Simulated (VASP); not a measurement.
Write the native input for VASP 6.6.1 that does the following.

| Quantity | Value |
| --- | --- |
| Task | single point |
| Functional | PBEsol |
| Potentials or basis | VASP PAW PBE potentials, release 64 (Al, Ni) |
| Cutoff | 520 eV |
| k mesh | 16 × 16 × 16 |
| Occupations | gaussian, width 0.15 eV |
| Spin | no spin polarisation |
| Dipole correction | no |
| Further INCAR settings | ALGO = Fast; EDIFF = 1e-06; NBANDS = 14 |

The structure of AlNi lies in POSCAR:

```
AlNi
1.0
    1.9538327071     -1.9537807868      0.0000000000
    1.9538327071      1.9537807868      0.0000000000
    0.0000000000      0.0000000000      2.8688666979
Al Ni
1 1
Direct
    0.0000000000      0.0000000000      0.0000000000
    0.5000000000      0.5000000000      0.5000000000
```

The input as run:

INCAR

```
ALGO = Fast ; EDIFF = 1E-6
ENCUT = 520 ; GGA = PS
ISIF = 2 ; ISMEAR = 0
LASPH = T ; LCHARG = F
LREAL = F ; LWAVE = F
NBANDS = 14 ; NELM = 80
PREC = Accurate ; SIGMA = 0.15
```

KPOINTS

```
k-points
0
Gamma
  16 16 16
```

Potentials or basis: VASP PAW PBE potentials, release 64 (Al, Ni).

The run is started by

```console
$ cat potpaw_PBE.64/Al/POTCAR potpaw_PBE.64/Ni/POTCAR > POTCAR
$ mpirun -np 1 vasp_std > vasp.out
```

It gave:

| Quantity | Value |
| --- | --- |
| Pressure | 14.0 GPa |

Caveat: the PAW data sets were made with another functional, which shifts forces and pressure a little.

It took 2.5 min on 1 thread of Intel(R) Xeon(R) Platinum 8259CL CPU @ 2.50GHz (Skylake/Cascade Lake), on a shared host, peak memory 0.31 GiB.
